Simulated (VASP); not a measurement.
# Al2H (Pnnm) in VASP: a series of runs

Al2H is run at these levels: PBE; tasks: relaxation of cell and atoms, single point.

Everything below comes from runs of VASP 6.6.1. Logs are shortened: lines on timing, memory, paths and dates and some standing lists are left out, and cuts for length are marked.

## 1. The cell of the first run

It takes space group Pnnm (No. 58, orthorhombic). Conventional cell: a = 4.414 Å, b = 4.881 Å, c = 2.930 Å, α = 90.00°, β = 90.00°, γ = 90.00°. Al (site symmetry m) has 3 H at 1.98 to 2.01 Å and 12 Al at 2.68 to 2.93 Å within 3.0 Å. H (site symmetry 2/m) has 6 Al at 1.98 to 2.01 Å within 2.6 Å.

The cell was generated, and may not be a known phase.

## 2. Relaxation of cell and atoms, PBE

File INCAR:

```
SYSTEM = Al2H
PREC     = Accurate       ! precision mode
ENCUT    = 600            ! plane-wave cutoff, eV
EDIFF    = 1E-7           ! SCF threshold, eV
ISMEAR   = 0              ! smearing method
SIGMA    = 0.1            ! smearing width, eV
LREAL    = .FALSE.        ! projectors in reciprocal space
LASPH    = .TRUE.         ! aspherical terms in the spheres
NELM     = 100            ! most SCF steps
ALGO     = Normal         ! electronic algorithm
ISIF     = 3              ! what is computed and relaxed
LWAVE    = .FALSE.        ! write WAVECAR
LCHARG   = .FALSE.        ! write CHGCAR
GGA      = PE             ! functional
IBRION   = 2              ! ionic algorithm
NSW      = 90             ! ionic steps
EDIFFG   = -0.04          ! ionic threshold
```

File KPOINTS:

```
regular mesh
0
G
  4 4 6
  0 0 0
```

File POSCAR:

```
Al2H
1.0
    4.4144328800      0.0000000000      0.0000000000
    0.0000000000      4.8805790400      0.0000000000
    0.0000000000      0.0000000000      2.9302078300
Al H
4 2
Direct
    0.2529510000      0.6587479700      0.0000000000
    0.7470490000      0.3412520300      0.0000000000
    0.2470490000      0.1587479700      0.5000000000
    0.7529510000      0.8412520300      0.5000000000
    0.0000000000      0.0000000000      0.0000000000
    0.5000000000      0.5000000000      0.5000000000
```

Potentials or basis: VASP PAW PBE potentials, release 64 (Al, H).

The run is started by

```bash
$ cat potpaw_PBE.64/Al/POTCAR potpaw_PBE.64/H/POTCAR > POTCAR
$ mpirun -np 1 vasp_std > vasp.out
```

OUTCAR:

```text
SYSTEM = Al2H
   PREC = Accurate
   ENCUT = 600
   EDIFF = 1E-7
   ISMEAR = 0
   LREAL = .FALSE.
   LASPH = .TRUE.
   NELM = 100
   ISIF = 3
   GGA = PE
   IBRION = 2
   NSW = 90
   EDIFFG = -0.04

 ion  position               nearest neighbor table
   1  0.253  0.659  0.000-   6 1.98   6 1.98   5 2.01   2 2.68   2 2.72   4 2.79   4 2.79   4 2.79
                             4 2.79   3 2.85   3 2.85   3 2.85   3 2.85
   2  0.747  0.341  0.000-   6 1.98   6 1.98   5 2.01   1 2.68   1 2.72   3 2.79   3 2.79   3 2.79
                             3 2.79   4 2.85   4 2.85   4 2.85   4 2.85
   3  0.247  0.159  0.500-   5 1.98   5 1.98   6 2.01   4 2.68   4 2.72   2 2.79   2 2.79   2 2.79
                             2 2.79   1 2.85   1 2.85   1 2.85   1 2.85
   4  0.753  0.841  0.500-   5 1.98   5 1.98   6 2.01   3 2.68   3 2.72   1 2.79   1 2.79   1 2.79
                             1 2.79   2 2.85   2 2.85   2 2.85   2 2.85
   5  0.000  0.000  0.000-   3 1.98   4 1.98   3 1.98   4 1.98   1 2.01   2 2.01
   6  0.500  0.500  0.500-   1 1.98   2 1.98   1 1.98   2 1.98   3 2.01   4 2.01

  LATTYP: Found a simple orthorhombic cell.
 ALAT       =     2.9302078300
 B/A-ratio  =     1.5065255218
 C/A-ratio  =     1.6656084903

  Lattice vectors:

 A1 = (   0.0000000000,   0.0000000000,   2.9302078300)
 A2 = (   4.4144328800,   0.0000000000,   0.0000000000)
 A3 = (   0.0000000000,   4.8805790400,   0.0000000000)

Analysis of symmetry for initial positions (statically):
=====================================================================
 Subroutine PRICEL returns:
 Original cell was already a primitive cell.

 Routine SETGRP: Setting up the symmetry group for a
 simple orthorhombic supercell.

 Subroutine GETGRP returns: Found  8 space group operations
 (whereof  4 operations were pure point group operations)
 out of a pool of  8 trial point group operations.

The static configuration has the point symmetry C_2h.
 The point group associated with its full space group is D_2h.

Analysis of symmetry for dynamics (positions and initial velocities):
=====================================================================
 Subroutine PRICEL returns:
 Original cell was already a primitive cell.

 Routine SETGRP: Setting up the symmetry group for a
 simple orthorhombic supercell.

 Subroutine GETGRP returns: Found  8 space group operations
 (whereof  4 operations were pure point group operations)
 out of a pool of  8 trial point group operations.

The dynamic configuration has the point symmetry C_2h.
 The point group associated with its full space group is D_2h.

 Subroutine INISYM returns: Found  8 space group operations
 (whereof  4 operations are pure point group operations),
 and found     1 'primitive' translations

[... 133 lines left out ...]
 conjugate gradient relaxation of ions
 non-spin polarized calculation
 Gauss-broadening in eV      SIGMA  =   0.10
  energy-cutoff  :      600.00
  volume of cell :       63.13
 maximum number of plane-waves:      2132
 NGX is ok and might be reduce to    36

--------------------------------------- Ionic step        1  -------------------------------------------

 number of electron      14.0000000 magnetization

 Free energy of the ion-electron system (eV)
  ---------------------------------------------------
  ext. energy  EPLUGINS =         0.00000000
  ---------------------------------------------------
  free energy    TOTEN  =       -19.65654187 eV

  energy without entropy =      -19.64452702  energy(sigma->0) =      -19.65053445

------------------------ aborting loop because EDIFF is reached ----------------------------------------

  FORCE on cell =-STRESS in cart. coord.  units (eV):
  Direction    XX          YY          ZZ          XY          YZ          ZX
  --------------------------------------------------------------------------------------
  -------------------------------------------------------------------------------------
  Total        6.1838567      4.3681734      4.4394427      0.0000000      0.0000000      0.0000000
  in kB      156.9369853    110.8576741    112.6663808      0.0000000      0.0000000      0.0000000
  external PRESSURE =     126.8203468 kB  Pullay stress =       0.0000000 kB
[... 101 lines left out ...]
  FREE ENERGIE OF THE ION-ELECTRON SYSTEM (eV)
  ---------------------------------------------------
  free  energy   TOTEN  =       -20.0310495965 eV

  energy  without entropy=      -20.0184549018  energy(sigma->0) =      -20.02475225

[... ionic steps 4 to 15 ...]

--------------------------------------- Ionic step       16  -------------------------------------------

 number of electron      14.0000001 magnetization

------------------------ aborting loop because EDIFF is reached ----------------------------------------
[... 75 lines left out ...]
--------------------------------------- Ionic step       18  -------------------------------------------

 number of electron      14.0000001 magnetization

 Free energy of the ion-electron system (eV)
  ---------------------------------------------------
  ext. energy  EPLUGINS =         0.00000000
  ---------------------------------------------------
  free energy    TOTEN  =       -20.23185948 eV

  energy without entropy =      -20.22464112  energy(sigma->0) =      -20.22825030

 E-fermi :   7.6389     XC(G=0): -10.2297

 val. band max:        7.5918144885   @ k =   0.2500   0.2500   0.1667
 cond. band min:       7.6789702144   @ k =   0.0000   0.0000   0.1667
 fundamental gap:      0.0871557259
 Fermi energy:         7.6388516642

 k-point     1 :       0.0000    0.0000    0.0000
  band No.  band energies     occupation
      1      -4.3204      2.00000
      2      -0.6159      2.00000
      3       2.1049      2.00000
      4       2.1138      2.00000
      5       2.4376      2.00000
      6       5.4167      2.00000
      7       7.2198      2.00000
      8       7.4203      1.99800
      9       7.9669      0.00000
     10      13.9369      0.00000
     11      14.1730      0.00000
[... 309 lines left out ...]
 k-point    24 :       0.5000    0.2500    0.3333
  band No.  band energies     occupation
      1      -0.8401      2.00000
      2      -0.8401      2.00000
      3       2.4409      2.00000
      4       2.4409      2.00000
      5       5.6439      2.00000
      6       5.6439      2.00000
      7       8.0410      0.00000
      8       8.0410      0.00000
      9       8.8442      0.00000
     10       8.8442      0.00000
     11      10.9869      0.00000

 [... further k-points ...]
[... 5 lines left out ...]
  --------------------------------------------------------------------------------------
  -------------------------------------------------------------------------------------
  Total       -0.0889652     -0.0271740     -0.1148861      0.0000000      0.0000000      0.0000000
  in kB       -1.9732817     -0.6027284     -2.5482170      0.0000000      0.0000000      0.0000000
  external PRESSURE =      -1.7080757 kB  Pullay stress =       0.0000000 kB
[... 21 lines left out ...]
  FREE ENERGIE OF THE ION-ELECTRON SYSTEM (eV)
  ---------------------------------------------------
  free  energy   TOTEN  =       -20.2318594803 eV

  energy  without entropy=      -20.2246411190  energy(sigma->0) =      -20.22825030

 reached required accuracy - stopping structural energy minimisation
```

OSZICAR:

```text
N       E                     dE             d eps       ncg     rms          rms(c)
DAV:   1     0.130046732773E+02    0.13005E+02   -0.55572E+03   792   0.115E+03
DAV:   2    -0.188215827798E+02   -0.31826E+02   -0.29417E+02  1002   0.123E+02
DAV:   3    -0.201165464153E+02   -0.12950E+01   -0.12338E+01  1036   0.228E+01
DAV:   4    -0.201321790755E+02   -0.15633E-01   -0.15148E-01   980   0.242E+00
[... 150 lines left out ...]
       N       E                     dE             d eps       ncg     rms          rms(c)
DAV:   1    -0.202318719716E+02   -0.14988E-03   -0.17999E-03   968   0.307E-01    0.229E-02
DAV:   2    -0.202318640556E+02    0.79160E-05   -0.32218E-05   917   0.454E-02    0.135E-02
DAV:   3    -0.202318594980E+02    0.45576E-05   -0.11176E-05   943   0.197E-02    0.133E-03
DAV:   4    -0.202318594803E+02    0.17744E-07   -0.37438E-07   804   0.507E-03
  18 F= -.20231859E+02 E0= -.20228250E+02  d E =-.216793E-02
```

Run time: 6.8 min. Hardware: 1 thread of Intel Xeon 8259CL, shared host; peak memory 0.19 GiB.

What came out:

| Quantity | Value |
| --- | --- |
| Free energy | -20.2319 eV |
| Relaxed volume | 12.04 Å³/atom |
| Relaxed cell | a = 5.048 Å, b = 5.103 Å, c = 2.804 Å, α = 90.00°, β = 90.00°, γ = 90.00° |
| Space group after relaxing (to 0.1 Å) | Pnnm (No. 58) |
| Energy gained by relaxing | 95.9 meV/atom |
| Ionic steps | 18 |
| Pressure after relaxing | -0.2 GPa |
| Largest force after relaxing | 0.031 eV/Å |
| Band gap on the k mesh | zero (bands 7 and 8 overlap by 5.72 eV) |

Forces on the atoms (eV/Å):
```
Al   0.021  0.022  0.000
Al  -0.021 -0.022  0.000
Al  -0.021  0.022  0.000
Al   0.021 -0.022  0.000
H    0.000  0.000  0.000
H    0.000  0.000  0.000
```

Stress tensor (GPa, compression positive):
```
-0.20  0.00  0.00
 0.00 -0.06  0.00
 0.00  0.00 -0.25
```

Step by step:
```
step  energy change (eV)  largest force (eV/Å)  pressure (GPa)  volume (Å³)
   1              0.0000                0.5208           12.68        63.13
   2             -0.3647                0.2929            1.02        71.05
   3             -0.3745                0.2615           -1.04        73.06
   4             -0.3747                0.2652           -0.78        72.79
   5             -0.4088                0.2160           -0.75        72.59
   6             -0.4851                0.0790           -0.71        71.92
   7             -0.4618                0.1741            2.37        70.29
   8             -0.5169                0.0754            0.27        71.19
   9             -0.5182                0.0540            0.03        71.33
  10             -0.5533                0.0476            0.86        71.11
  11             -0.4439                0.0937            2.70        70.31
  12             -0.5643                0.0492            1.19        70.99
  13             -0.5628                0.0541            1.51        70.87
  14             -0.5656                0.0500            1.32        70.94
  15             -0.5671                0.0355           -0.82        73.03
  16             -0.5731                0.0381            0.18        72.00
  17             -0.5752                0.0295           -0.25        72.29
  18             -0.5753                0.0306           -0.17        72.23
```

Final structure:
```xyz
6
Lattice="5.0476 0.0000 0.0000 0.0000 5.1035 0.0000 0.0000 0.0000 2.8041" Properties=species:S:1:pos:R:3 pbc="T T T"
Al    1.1240    3.3829    0.0000
Al    3.9236    1.7206    0.0000
Al    1.3998    0.8311    1.4020
Al    3.6478    4.2724    1.4020
H     0.0000    0.0000    0.0000
H     2.5238    2.5517    1.4020
```

Levels at points of the mesh, in eV from the Fermi level:
```
           k point  band 3  band 4  band 5  band 6  band 7  band 8  band 9  band 10  band 11
(0.00, 0.00, 0.00)   -5.53   -5.53   -5.20   -2.22   -0.42   -0.22    0.33     6.30     6.53
(0.50, 0.00, 0.00)   -5.42   -5.42   -4.10   -4.10    0.98    0.98    5.20     5.20     6.62
(0.00, 0.50, 0.00)   -5.23   -5.23   -4.15   -4.15    0.74    0.74    5.09     5.09     6.36
(0.50, 0.50, 0.00)   -8.17   -8.17    0.73    0.73    1.99    1.99    2.75     2.75     2.88
(0.00, 0.00, 0.50)   -3.30   -3.30   -1.60   -1.60   -0.79   -0.79   -0.35    -0.35     3.29
(0.50, 0.00, 0.50)   -4.93   -4.93   -1.59   -1.59    0.15    0.15    0.58     0.58     0.62
(0.00, 0.50, 0.50)   -5.04   -5.04   -1.12   -1.12   -0.11   -0.11    0.22     0.22     0.90
(0.50, 0.50, 0.50)   -3.89   -3.89   -3.56   -3.56   -3.31   -3.31    4.50     4.50     5.86
```

## 3. Single point, PBE

This run uses another cell than the first one: it holds 12 atoms, not 6.

File INCAR:

```
SYSTEM = Al2H
PREC = Accurate
ENCUT = 520
EDIFF = 1E-6
ISMEAR = 0
SIGMA = 0.2
LREAL = .False.
LASPH = .True.
NELM = 60
ALGO = Normal
ISIF = 2
LWAVE = .False.
LCHARG = .True.
GGA = PE
LELF = .True.
LVHAR = .True.
NBANDS = 26
```

File KPOINTS:

```
Automatic mesh
0
Gamma
  8 6 2
  0 0 0
```

File POSCAR:

```
Al2H
1.0
    0.0000000000      0.0000000000      2.9047859116
    4.6766402194      0.0000000000      0.0000000000
    0.0000000000     10.5750387704      0.0000000000
Al H
8 4
Direct
    0.0000000000      0.2240949880      0.3350224508
    0.0000000000      0.2240949880      0.8350224508
    0.0000000000      0.7759050120      0.1649775492
    0.0000000000      0.7759050120      0.6649775492
    0.5000000000      0.2759050120      0.0850224508
    0.5000000000      0.2759050120      0.5850224508
    0.5000000000      0.7240949880      0.4149775492
    0.5000000000      0.7240949880      0.9149775492
    0.0000000000      0.0000000000      0.5000000000
    0.0000000000      0.0000000000      0.0000000000
    0.5000000000      0.5000000000      0.2500000000
    0.5000000000      0.5000000000      0.7500000000
```

Potentials or basis: VASP PAW PBE potentials, release 64 (Al, H).

The run is started by

```bash
$ cat potpaw_PBE.64/Al/POTCAR potpaw_PBE.64/H/POTCAR > POTCAR
$ mpirun -np 1 vasp_std > vasp.out
```

Run time: 4.2 min. Hardware: 1 thread of Intel Xeon 8259CL, shared host; peak memory 0.3 GiB.

The run converged. Its results:

```yaml
Free_energy: -40.3753 eV
Pressure: 0.0 GPa
Largest_force: 0.028 eV/Å
Band_gap_on_the_k_mesh: zero (bands 14 and 15 overlap by 5.32 eV)
```

Forces in eV/Å, atoms in the order of the input:
```
Al   0.013  0.025  0.000
Al   0.013  0.025  0.000
Al  -0.013 -0.025  0.000
Al  -0.013 -0.025  0.000
Al  -0.013  0.025  0.000
Al  -0.013  0.025  0.000
Al   0.013 -0.025  0.000
Al   0.013 -0.025  0.000
H    0.000  0.000  0.000
H    0.000  0.000  0.000
H    0.000  0.000  0.000
H    0.000  0.000  0.000
```

Stress tensor (GPa, compression positive):
```
-1.12  0.00  0.00
 0.00 -0.63  0.00
 0.00  0.00  1.69
```

Levels at points of the mesh, in eV from the Fermi level:
| k point | band 11 | band 12 | band 13 | band 14 | band 15 | band 16 | band 17 | band 18 |
| --- | --- | --- | --- | --- | --- | --- | --- | --- |
| (0.00, 0.00, 0.00) | -3.08 | -1.99 | -0.29 | -0.12 | -0.12 | 0.38 | 1.09 | 4.53 |
| (0.50, 0.00, 0.00) | -1.04 | -1.04 | -0.84 | -0.84 | 0.06 | 0.06 | 0.20 | 0.20 |
| (0.00, 0.50, 0.00) | 0.52 | 0.52 | 1.58 | 1.58 | 2.85 | 2.85 | 4.00 | 4.00 |
| (0.50, 0.50, 0.00) | -3.55 | -3.55 | -2.03 | -2.03 | -0.41 | -0.41 | -0.07 | -0.07 |
| (0.00, 0.00, 0.50) | -3.34 | -3.34 | -1.44 | -1.44 | 1.60 | 1.60 | 3.42 | 3.42 |
| (0.50, 0.00, 0.50) | -1.54 | -1.54 | 0.05 | 0.05 | 0.05 | 0.05 | 0.67 | 0.67 |
| (0.00, 0.50, 0.50) | -2.21 | -2.21 | 3.12 | 3.12 | 3.12 | 3.12 | 4.48 | 4.48 |
| (0.50, 0.50, 0.50) | -3.26 | -3.26 | -2.20 | -2.20 | -2.20 | -2.20 | 1.63 | 1.63 |

[end of part 1 of 2]

The gap in the log of VASP goes by the Fermi energy; the results here count the filled bands.